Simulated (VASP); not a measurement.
Set up this calculation in VASP 6.6.1, as the native input.

* Task: single point
* Functional: r2SCAN
* Potentials or basis: VASP PAW PBE potentials, release 64 (Sn_d, Te)
* Cutoff: 520 eV
* k mesh: 6 × 6 × 6
* Occupations: fermi-dirac, width 0.05 eV
* Spin: no spin polarisation
* Dipole correction: no
* Further INCAR settings: ALGO = Normal; EDIFF = 1e-07; NBANDS = 17

The system is SnTe.

```
Sn Te
1.0
     0.00000    3.61115    3.68337
     3.61115    0.00000    3.68337
     3.61115    3.61115    0.00000
Sn Te
1 1
Cartesian
  0.0000 0.0000 0.0000
  5.4167 5.4167 5.5251
```

The input as run:

POSCAR

```
SnTe
1.0
    0.0000000000      3.6111460000      3.6833689200
    3.6111460000      0.0000000000      3.6833689200
    3.6111460000      3.6111460000      0.0000000000
Sn Te
1 1
Direct
    0.0000000000      0.0000000000      0.0000000000
    0.7500000000      0.7500000000      0.7500000000
```

INCAR.step1

```
PREC = Accurate ; ENCUT = 520
ISMEAR = -1 ; SIGMA = 0.05
LREAL = False ; LASPH = True
NELM = 80 ; NBANDS = 17
GGA = PE ; ALGO = Normal
EDIFF = 1E-4 ; LWAVE = True
LCHARG = False
```

INCAR.step2

```
PREC = Accurate ; ENCUT = 520
EDIFF = 1E-7 ; ISMEAR = -1
SIGMA = 0.05 ; LREAL = False
LASPH = True ; NELM = 80
ALGO = Normal ; ISIF = 2
LWAVE = False ; LCHARG = False
METAGGA = R2SCAN ; LMIXTAU = True
NBANDS = 17 ; ISTART = 1
```

KPOINTS

```
Automatic mesh
0
Gamma
  6 6 6
```

Potentials or basis: VASP PAW PBE potentials, release 64 (Sn_d, Te).

The run is started by

```bash
$ cat potpaw_PBE.64/Sn_d/POTCAR potpaw_PBE.64/Te/POTCAR > POTCAR
$ cp INCAR.step1 INCAR
$ mpirun -np 1 vasp_std > vasp.out
$ cp INCAR.step2 INCAR
$ mpirun -np 1 vasp_std > vasp.out
```

Results of the run:

The pressure is -1.1 GPa and the band gap on the k mesh is 0.33 eV (least direct gap 0.90 eV).

Caveat: semilocal functionals underestimate gaps, and a narrow one can read as zero; the PAW data sets were made with another functional, which shifts forces and pressure a little; spin-orbit coupling is left out, which moves the levels of the heavy elements.

Run time: 6.5 min on 1 thread of Intel Xeon 8259CL (shared host), peak memory 0.28 GiB.
